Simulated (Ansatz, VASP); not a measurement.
# ZnO: VASP beside Ansatz

The input INCAR:

```
SYSTEM = ZnO
ALGO = Normal
EDIFF = 1E-8
ENCUT = 910
GGA = CA
GGA_COMPAT = .FALSE.
ISIF = 2
ISMEAR = -1
LASPH = .TRUE.
LCHARG = .FALSE.
LEFG = .TRUE.
LREAL = .FALSE.
LWAVE = .FALSE.
NBANDS = 26
NELM = 120
PREC = Accurate
SIGMA = 0.01
```

The input KPOINTS:

```
k-points
0
G
  8 8 5
  0 0 0
```

POSCAR

```
ZnO
1.0
    3.1830658516      0.0000000000      0.0000000000
   -1.5915329258      2.7566158894      0.0000000000
    0.0000000000      0.0000000000      5.0975701925
Zn O
2 2
Direct
    0.3333333333      0.6666666667      0.0000000000
    0.6666666667      0.3333333333      0.5000000000
    0.3333333333      0.6666666667      0.3821000000
    0.6666666667      0.3333333333      0.8821000000
```

Input for Ansatz:

```yaml
crystal:
  lattice:
    - [3.1830658516, 0.0, 0.0]
    - [-1.5915329258, 2.7566158894, 0.0]
    - [0.0, 0.0, 5.0975701925]
  atoms:
    - { symbol: Zn, position: [0.3333333333, 0.6666666667, 0.0] }
    - { symbol: Zn, position: [0.6666666667, 0.3333333333, 0.5] }
    - { symbol: O, position: [0.3333333333, 0.6666666667, 0.3821] }
    - { symbol: O, position: [0.6666666667, 0.3333333333, 0.8821] }
kpoints:
  mp_grid: { grid: [8, 8, 5] }
scf:
  occupations: { method: fermi_dirac, width: 0.01 }
hamiltonian:
  xc: lda
  pseudopotentials: { kind: paw }
output:
  forces: true
  stress: true
  eigenvalues: true
  efg: { contact_densities: true }
```

Change from the starting cell: volume scaled by 0.94, PAW files.

Alike in both runs: task electric field gradients; functional LDA; k mesh 8 × 8 × 5; occupations fermi-dirac, width 0.01 eV; no spin polarisation.

|  | VASP | Ansatz |
| --- | --- | --- |
| version | VASP 6.6.1 | Ansatz 0.2.0 |
| potentials or method | VASP PAW LDA potentials, release 64 (Zn, O_h) | PAW with Ansatz's default frozen-core files, scalar-relativistic |
| plane-wave cutoff (eV) | 910 | 420 |
| valence electrons in the cell | 36 | 36 |

VASP gave:

* gap on the k mesh at the Fermi level (eV): 0.84
* rms of the force components (eV/Å): 0.025
* size of Vzz on the site where it differs most (V/Å²): 8.5

Problem. Which values does Ansatz return?

Solution. gap on the k mesh at the Fermi level (eV): 0.83; rms of the force components (eV/Å): 0.024; size of Vzz on the site where it differs most (V/Å²): 8.0.

LDA's correlation is that of Perdew and Zunger in VASP and of Perdew and Wang (1992) in Ansatz. Atom by atom the forces differ by 0.001 eV/Å (rms over components).

Noted on VASP's run: the cutoff is short for stress, so the pressure is rough.
